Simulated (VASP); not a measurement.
## TiHg: vibrations by perturbation theory with PBEsol

The system is TiHg.

```
Ti Hg
1.0
     2.97057    0.00000    0.00000
     0.00000    2.97057    0.00000
     0.00000    0.00000    4.04773
Ti Hg
1 1
Cartesian
  1.4853 1.4853 2.0239
  0.0000 0.0000 0.0000
```

```
Program                : VASP 6.6.1
Task                   : vibrations by perturbation theory
Functional             : PBEsol
Potentials or basis    : VASP PAW PBE potentials, release 64 (Ti_sv, Hg)
Cutoff                 : 520 eV
k mesh                 : 14 × 14 × 10
Occupations            : fermi-dirac, width 0.1 eV
Spin                   : no spin polarisation
Dipole correction      : no
Further INCAR settings : ALGO = Normal; EDIFF = 1e-08; NBANDS = 19; IBRION = 8; NSW = 1
```

```
Highest phonon frequency at Γ : 201 cm⁻¹
```

Phonon frequencies in cm⁻¹ (negative: imaginary):
```tsv
q point	frequencies
(0.000, 0.000, 0.000)	0 0 0 151 151 201
```

Wall time 9.4 min on 1 thread of Intel(R) Xeon(R) 6975P-C (Granite Rapids), with other jobs on the host, peak memory 0.62 GiB.
